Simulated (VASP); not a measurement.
# SrO (I4mm) in VASP: a series of runs

SrO is run at these levels: LDA; tasks: single point.

Everything below comes from runs of VASP 6.6.1. Logs are shortened: lines on timing, memory, paths and dates and some standing lists are left out, and cuts for length are marked.

### 1 The cell of the first run

The structure is tetragonal, space group I4mm (No. 107). Conventional cell: a = 3.671 Å, b = 3.671 Å, c = 5.191 Å, α = 90.00°, β = 90.00°, γ = 90.00°. Within 3.4 Å of Sr (site symmetry 4mm) lie 6 O at 2.54 to 2.65 Å. O (site symmetry 4mm) has 6 Sr at 2.54 to 2.65 Å within 3.4 Å.

### 2 Single point, LDA (atoms displaced along a vibrational mode, the cell strained)

INCAR reads:

```
SYSTEM = SrO
ALGO = Normal
EDIFF = 1E-6
ENCUT = 520
GGA = CA
ISIF = 2
ISMEAR = 0
LASPH = .True.
LCHARG = .False.
LREAL = .False.
LWAVE = .False.
NBANDS = 24
NELM = 60
PREC = Accurate
SIGMA = 0.05
```

KPOINTS reads:

```
k-points
0
Gamma
  9 9 8
  0 0 0
```

POSCAR reads:

```
SrO
1.0
    0.0000000000     -2.5954896281     -2.5954896281
   -2.5954896281      0.0000000000     -2.5954896281
    2.5954896281      2.5954896281     -5.1909792562
Sr O
2 2
Direct
   -0.0008166432     -0.0008166432     -0.0008166432
    0.4991833568      0.4991833568      0.4991833568
    0.7544724220      0.7544724220      0.7544724220
    0.2544724220      0.2544724220      0.2544724220
```

Potentials or basis: VASP PAW LDA potentials, release 64 (Sr_sv, O).

Launch:

```console
cat potpaw_LDA.64/Sr_sv/POTCAR potpaw_LDA.64/O/POTCAR > POTCAR
mpirun -np 1 vasp_std > vasp.out
```

OUTCAR:

```text
SYSTEM = SrO
   EDIFF = 1E-6
   ENCUT = 520
   GGA = CA
   ISIF = 2
   ISMEAR = 0
   LASPH = .True.
   LREAL = .False.
   NELM = 60
   PREC = Accurate

 ion  position               nearest neighbor table
   1  0.999  0.999  0.999-   3 2.54   3 2.60   3 2.60   4 2.60   4 2.60   4 2.65   2 3.67   2 3.67
                             2 3.67   2 3.67   2 3.67   2 3.67
   2  0.499  0.499  0.499-   4 2.54   4 2.60   4 2.60   3 2.60   3 2.60   3 2.65   1 3.67   1 3.67
                             1 3.67   1 3.67   1 3.67   1 3.67
   3  0.754  0.754  0.754-   1 2.54   2 2.60   2 2.60   1 2.60   1 2.60   2 2.65
   4  0.254  0.254  0.254-   2 2.54   1 2.60   1 2.60   2 2.60   2 2.60   1 2.65

  LATTYP: Found a trigonal (rhomboedric) cell.
 ALAT       =     6.3576252215
 COS(alpha) =     0.8333333333

  Lattice vectors:

 A1 = (   2.5954896281,   5.1909792562,  -2.5954896281)
 A2 = (   5.1909792562,   2.5954896281,  -2.5954896281)
 A3 = (   2.5954896281,   2.5954896281,  -5.1909792562)

Analysis of symmetry for initial positions (statically):
=====================================================================
 Subroutine PRICEL returns following result:

  LATTYP: Found a face centered cubic cell.
 ALAT       =     5.1909792562

  Lattice vectors:

 A1 = (   0.0000000000,  -2.5954896281,   2.5954896281)
 A2 = (   2.5954896281,  -2.5954896281,   0.0000000000)
 A3 = (   2.5954896281,   0.0000000000,   2.5954896281)

   2 primitive cells build up your supercell.

 Routine SETGRP: Setting up the symmetry group for a
 trigonal (rhombohedral) supercell.

 Subroutine GETGRP returns: Found  2 space group operations
 (whereof  2 operations were pure point group operations)
 out of a pool of 12 trial point group operations.

The static configuration has the point symmetry C_1h.

Analysis of symmetry for dynamics (positions and initial velocities):
=====================================================================
 Subroutine PRICEL returns following result:

  LATTYP: Found a face centered cubic cell.
 ALAT       =     5.1909792562

  Lattice vectors:

 A1 = (   0.0000000000,  -2.5954896281,   2.5954896281)
 A2 = (   2.5954896281,  -2.5954896281,   0.0000000000)
 A3 = (   2.5954896281,   0.0000000000,   2.5954896281)

   2 primitive cells build up your supercell.

 Routine SETGRP: Setting up the symmetry group for a
 trigonal (rhombohedral) supercell.
[... 123 lines left out ...]
   LSORBIT =      F    spin-orbit coupling
   LASPH  =      T    aspherical Exc in radial PAW
   ENCUT  =  520.0 eV  38.22 Ry    6.18 a.u.   6.82  6.82 11.82*2*pi/ulx,y,z
   NELM   =     60;   NELMIN=  2; NELMDL= -5     # of ELM steps
   EDIFF  = 0.1E-05   stopping-criterion for ELM
   LREAL  =      F    real-space projection
   EDIFFG = 0.1E-04   stopping-criterion for IOM
   NSW    =      0    number of steps for IOM
   IBRION =     -1    ionic relax: 0-MD 1-quasi-New 2-CG
   NFREE  =      0    steps in history (QN), initial steepest desc. (CG)
   ISIF   =      2    stress and relaxation
   ISYM   =      2    0-nonsym 1-usesym 2-fastsym
   POTIM  = 0.5000    time-step for ionic-motion
   TEBEG  =    0.0;   TEEND  =   0.0 temperature during run
   PSTRESS=    0.0 pullay stress
   NELECT =      32.0000    total number of electrons
   NUPDOWN=      -1.0000    fix difference up-down
   EMIN   =  10.00;   EMAX   =-10.00  energy-range for DOS
   EFERMI =   0.00;   METHOD = LEGACY
   ISMEAR =     0;   SIGMA  =   0.05  broadening in eV -4-tet -1-fermi 0-gaus
   EFERMI_NEDOS =   21; number of points for ismear=-14 and -15
   IALGO  =     38    algorithm
   IMIX   =      4    mixing-type and parameters
     AMIX     =   0.40;   BMIX     =  1.00
     AMIX_MAG =   1.60;   BMIX_MAG =  1.00
  volume/ion in A,a.u.               =      17.48       117.99
  Fermi-wavevector in a.u.,A,eV,Ry     =   1.261495  2.383880 21.651898  1.591370
  Thomas-Fermi vector in A             =   2.394951
   LORBIT       =      0    0 simple, 1 ext, 2 COOP (PROOUT), +10 PAW based schemes
   GGA     = CA    functional components
   LHFCALC =     F    Hartree Fock is set to
   AEXX    =    0.0000 exact exchange contribution
   IVDW    =     0    specifies the selected vdW correction
   LEPSILON=     F    determine dielectric tensor
   LRPA    =     F    only Hartree local field effects (RPA)
 non-spin polarized calculation
 Gauss-broadening in eV      SIGMA  =   0.05
  energy-cutoff  :      520.00
  volume of cell :       69.94
 maximum number of plane-waves:      1901
   NGX = 13   NGY = 13   NGZ = 23

 number of electron      32.0000003 magnetization

 Free energy of the ion-electron system (eV)
  ---------------------------------------------------
  ext. energy  EPLUGINS =         0.00000000
  ---------------------------------------------------
  free energy    TOTEN  =       -26.68534148 eV

  energy without entropy =      -26.68534148  energy(sigma->0) =      -26.68534148

 E-fermi :   1.4296     XC(G=0): -10.3939

 val. band max:        1.2005455565   @ k =   0.0000   0.0000   0.0000
 cond. band min:       4.3923822872   @ k =  -0.4444  -0.4444   0.1250
 fundamental gap:      3.1918367307
 Fermi energy:         1.4295749559

 k-point     1 :       0.0000    0.0000    0.0000
  band No.  band energies     occupation
      1     -30.9735      2.00000
      2     -30.8455      2.00000
      3     -15.1097      2.00000
      4     -13.5279      2.00000
      5     -12.8103      2.00000
      6     -12.8095      2.00000
[... 637 lines left out ...]
     23      10.7856      0.00000
     24      11.2379      0.00000

 [... further k-points ...]

------------------------ aborting loop because EDIFF is reached ----------------------------------------

  FORCE on cell =-STRESS in cart. coord.  units (eV):
  Direction    XX          YY          ZZ          XY          YZ          ZX
  --------------------------------------------------------------------------------------
  -------------------------------------------------------------------------------------
  Total       -2.6131486     -2.6131486     -2.4836729     -0.0001972      0.0000066      0.0000066
  in kB      -59.8627706    -59.8627706    -56.8967013     -0.0045179      0.0001504      0.0001502
  external PRESSURE =     -58.8740808 kB  Pullay stress =       0.0000000 kB

 VOLUME and BASIS-vectors are now :
 -----------------------------------------------------------------------------
  energy-cutoff  :      520.00
  volume of cell :       69.94
      direct lattice vectors                 reciprocal lattice vectors
     0.000000000 -2.595489628 -2.595489628     0.096320940 -0.288962819 -0.096320940
    -2.595489628  0.000000000 -2.595489628    -0.288962819  0.096320940 -0.096320940
     2.595489628  2.595489628 -5.190979256     0.096320940  0.096320940 -0.096320940

 POSITION                                       TOTAL-FORCE (eV/Angst)
 -----------------------------------------------------------------------------------
      0.00000      0.00000    -10.37348         0.000025      0.000025     -0.088850
      0.00000      0.00000     -5.18250         0.000025      0.000025     -0.088850
      0.00000      0.00000     -7.83290        -0.000025     -0.000025      0.088850
      0.00000      0.00000     -2.64192        -0.000025     -0.000025      0.088850
 -----------------------------------------------------------------------------------
    total drift:                               -0.000113     -0.000113     -0.000121

  FREE ENERGIE OF THE ION-ELECTRON SYSTEM (eV)
  ---------------------------------------------------
  free  energy   TOTEN  =       -26.6853414754 eV

  energy  without entropy=      -26.6853414754  energy(sigma->0) =      -26.68534148
```

Run time: 9.1 min. Hardware: 1 thread of Intel Xeon 8259CL, shared host; peak memory 0.36 GiB.

Results:

```yaml
Free_energy: -26.6853 eV
Pressure: -5.9 GPa
Largest_force: 0.089 eV/Å
Band_gap_on_the_k_mesh: 3.19 eV
```

Forces on the atoms (eV/Å):
```
Sr   0.000  0.000 -0.089
Sr   0.000  0.000 -0.089
O    0.000  0.000  0.089
O    0.000  0.000  0.089
```

Stress tensor (GPa, compression positive):
```
-5.99  0.00  0.00
 0.00 -5.99  0.00
 0.00  0.00 -5.69
```

Caveat: the cell differs from its parent crystal (atoms displaced along a vibrational mode, the cell strained); the cell stands under tension.

### 3 Single point, LDA (atoms displaced along a vibrational mode, the cell strained)

INCAR reads:

```
PREC = Accurate
ENCUT = 520
EDIFF = 1E-6
ISMEAR = 0
SIGMA = 0.05
LREAL = False
LASPH = True
NELM = 80
ALGO = Normal
ISIF = 2
LWAVE = False
LCHARG = False
GGA = CA
NBANDS = 24
```

KPOINTS reads:

```
regular mesh
0
Gamma
  9 9 8
```

POSCAR reads:

```
SrO
1.0
    0.0000000000     -2.5954896281     -2.5954896281
   -2.5954896281      0.0000000000     -2.5954896281
    2.5954896281      2.5954896281     -5.1909792562
Sr O
2 2
Direct
   -0.0016350892     -0.0016350892     -0.0016350892
    0.4983649108      0.4983649108      0.4983649108
    0.7589547170      0.7589547170      0.7589547170
    0.2589547170      0.2589547170      0.2589547170
```

Potentials or basis: VASP PAW LDA potentials, release 64 (Sr_sv, O).

Launch:

```console
cat potpaw_LDA.64/Sr_sv/POTCAR potpaw_LDA.64/O/POTCAR > POTCAR
mpirun -np 1 vasp_std > vasp.out
```

Wall time 9.1 min (1 thread of Intel Xeon 8259CL, shared host); peak memory 0.36 GiB.

Results (log left out):

```
Free energy            : -26.6700 eV
Pressure               : -5.7 GPa
Largest force          : 0.195 eV/Å
Band gap on the k mesh : 3.21 eV
```

Forces on the atoms (eV/Å):
```
Sr   0.000  0.000 -0.195
Sr   0.000  0.000 -0.195
O    0.000  0.000  0.195
O    0.000  0.000  0.195
```

Stress tensor (GPa, compression positive):
```
-6.05  0.00  0.00
 0.00 -6.05  0.00
 0.00  0.00 -4.86
```

Levels at points of the mesh, in eV from the valence-band top:
```csv
k point,band 12,band 13,band 14,band 15,band 16,band 17,band 18,band 19,band 20,band 21
"(0.00, 0.00, 0.00)",-1.08,-1.07,-0.01,-0.01,0.00,3.62,6.08,6.12,6.12,6.34
"(0.00, 0.00, 0.50)",-1.29,-0.59,-0.59,-0.57,-0.57,5.69,5.69,5.97,5.97,7.19
```

Caveat: the cell differs from its parent crystal (atoms displaced along a vibrational mode, the cell strained); the cell stands under tension. A k mesh can miss the band edges.
